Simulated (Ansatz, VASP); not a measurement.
**LiTaO2: VASP beside Ansatz**

```
CELL_PARAMETERS angstrom
2.71838 0.00000 0.00000
0.00000 3.23712 0.00000
0.00000 0.00000 5.21602
ATOMIC_POSITIONS crystal
Li 0.50000 0.50000 0.50000
Ta 0.00000 0.00000 0.00000
O 0.00000 0.50000 0.27085
O 0.00000 0.50000 0.72915
```

Change from the starting cell: species swapped into the CuAgO2 type (Pmmm, No. 47).

Alike in both runs: task single point; functional PBE; k mesh 6 × 6 × 4; occupations gaussian, width 0.1 eV; no spin polarisation.

|  | VASP | Ansatz |
| --- | --- | --- |
| version | VASP 6.6.1 | Ansatz 0.2.0 |
| potentials or method | VASP PAW PBE potentials, release 64 (Li_sv, Ta_pv, O), cutoff 520 eV | scalar-relativistic, plane waves, PAW |
| valence electrons in the cell | 26 | 28 |

```csv
,VASP,Ansatz,Ansatz less VASP
gap on the k mesh at the Fermi level (eV),none,none,-
rms of the force components (eV/Å),1.629,1.630,+0.0007
```

Atom by atom the forces differ by 0.001 eV/Å (rms over components). A gap of «none» marks a metal or a gap that the smearing closes. VASP's potentials hold 26 valence electrons a cell and Ansatz's 28, so a difference there can come from the potentials and not from the codes.

The k mesh is coarse, so the values compare programs but aren't converged. Neither program's run includes spin-orbit coupling. Noted on VASP's run: the cutoff is under 1.25 times that of the potentials, so the pressure is a little rough.
